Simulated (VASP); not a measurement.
Input of a VASP 6.6.1 run:

The input INCAR:

```
  PREC = Accurate
  ENCUT = 500
  EDIFF = 1E-6
  ISMEAR = 0
  SIGMA = 0.05
  LREAL = False
  LASPH = True
  NELM = 120
  ALGO = Normal
  ISIF = 2
  LWAVE = False
  LCHARG = False
  GGA = PE
  NBANDS = 27
  GGA_COMPAT = False
```

The input KPOINTS:

```
Automatic mesh
0
Gamma
  4 4 4
```

Contents of POSCAR:

```
NaNbS3
1.0
    4.9600000000      0.0000000000      0.0000000000
    0.0000000000      4.9600000000      0.0000000000
    0.0000000000      0.0000000000      4.9600000000
Na Nb S
1 1 3
Direct
    0.0000000000      0.0000000000      0.0000000000
    0.5000000000      0.5000000000      0.5000000000
    0.5000000000      0.5000000000      0.0000000000
    0.5000000000      0.0000000000      0.5000000000
    0.0000000000      0.5000000000      0.5000000000
```

Potentials or basis: VASP PAW PBE potentials, release 64 (Na_pv, Nb_sv, S).

Run with:

```bash
$ cat potpaw_PBE.64/Na_pv/POTCAR potpaw_PBE.64/Nb_sv/POTCAR potpaw_PBE.64/S/POTCAR > POTCAR
$ mpirun -np 1 vasp_std > vasp.out
```

(1) Estimate the band gap on the k mesh.

(2) Estimate the pressure.

Answers

(1) zero (bands 19 and 20 overlap by 0.58 eV).

(2) -5.3 GPa.

Caveat: the cell stands under tension.
